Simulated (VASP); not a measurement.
Write the native input for VASP 6.6.1 that does the following.

| Quantity | Value |
| --- | --- |
| Task | single point |
| Functional | RPBE |
| Dispersion | D4 |
| Potentials or basis | VASP PAW PBE potentials, release 64 (Li_sv, F) |
| Cutoff | 520 eV |
| k mesh | 10 × 10 × 10 |
| Occupations | gaussian, width 0.05 eV |
| Spin | no spin polarisation |
| Dipole correction | no |
| Further INCAR settings | ALGO = Normal; EDIFF = 1e-07; NBANDS = 12 |

The structure of LiF lies in POSCAR:

```
LiF
1.0
    0.0000000000      2.0746127493      2.0746127493
    2.0746127493      0.0000000000      2.0746127493
    2.0746127493      2.0746127493      0.0000000000
Li F
1 1
Direct
    0.0000000000      0.0000000000      0.0000000000
    0.5000000000      0.5000000000      0.5000000000
```

This cell differs from its parent crystal: volume scaled by 1.04.

The input as run:

INCAR

```
SYSTEM = LiF
PREC = Accurate
ENCUT = 520
EDIFF = 1E-7
ISMEAR = 0
SIGMA = 0.05
LREAL = .FALSE.
LASPH = .TRUE.
NELM = 100
ALGO = Normal
ISIF = 2
LWAVE = .FALSE.
LCHARG = .FALSE.
GGA = RP
IVDW = 13
NBANDS = 12
```

KPOINTS

```
Automatic mesh
0
G
  10 10 10
  0 0 0
```

Potentials or basis: VASP PAW PBE potentials, release 64 (Li_sv, F).

Run with:

```console
$ cat potpaw_PBE.64/Li_sv/POTCAR potpaw_PBE.64/F/POTCAR > POTCAR
$ mpirun -np 1 vasp_std > vasp.out
```

Results of the run:

| Property | Result |
| --- | --- |
| Band gap on the k mesh | 8.61 eV, direct |
| Dispersion energy per atom | -0.128 eV |

It took 10 s on 1 thread of Intel(R) Xeon(R) Platinum 8488C (Sapphire Rapids), on a shared host, peak memory 0.13 GiB.
